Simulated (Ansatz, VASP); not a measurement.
# One calculation of Ir, two programs

Contents of INCAR:

```
PREC = Accurate
ENCUT = 520
EDIFF = 1E-6
ISMEAR = 0
SIGMA = 0.15
LREAL = F
LASPH = T
NELM = 60
ALGO = Normal
ISIF = 2
LWAVE = F
LCHARG = T
GGA = PS
LELF = T
LVHAR = T
NBANDS = 10
```

Contents of KPOINTS:

```
regular mesh
0
Gamma
  22 22 22
```

The input POSCAR:

```
Ir
1.0
    0.0000000000      1.9964880000      1.7661240000
    1.9964880000      0.0000000000      1.7661240000
    1.9964880000      1.9964880000      0.0000000000
Ir
1
Direct
    0.0000000000      0.0000000000      0.0000000000
```

Input for Ansatz:

```yaml
crystal:
  lattice:
    - [0.0, 1.996488, 1.766124]
    - [1.996488, 0.0, 1.766124]
    - [1.996488, 1.996488, 0.0]
  atoms:
    - { symbol: Ir, position: [0.0, 0.0, 0.0] }
basis:
  ecutwfc: 420
kpoints:
  mp_grid: { grid: [22, 22, 22] }
hamiltonian:
  xc: pbesol
scf:
  occupations: { method: gaussian, width: 0.15 }
output:
  forces: true
  stress: true
  eigenvalues: true
```

Change from the starting cell: strain +0.040 along x and y, -0.080 along z, atoms carried along.

Alike in both runs: task single point; functional PBEsol; k mesh 22 × 22 × 22; occupations gaussian, width 0.15 eV; no spin polarisation.

|  | VASP | Ansatz |
| --- | --- | --- |
| version | VASP 6.6.1 | Ansatz 0.2.0 |
| potentials or method | VASP PAW PBE potentials, release 64 (Ir), cutoff 520 eV | scalar-relativistic, plane waves, PAW |
| valence electrons in the cell | 9 | 17 |

```tsv
	VASP	Ansatz	Ansatz less VASP
gap on the k mesh at the Fermi level (eV)	none	none	-
pressure (GPa)	3.3	2.3	-1.02
traceless stress, the component that is largest in VASP (GPa)	26.84	26.91	+0.070
```

VASP's potentials were made for PBE, not for PBEsol. A gap of «none» marks a metal or a gap that the smearing closes. With one functional, cell and mesh, what is left measures potentials, basis and numerics. VASP's potentials hold 9 valence electrons a cell and Ansatz's 17, so a difference there can come from the potentials and not from the codes.

Neither program's run includes spin-orbit coupling.
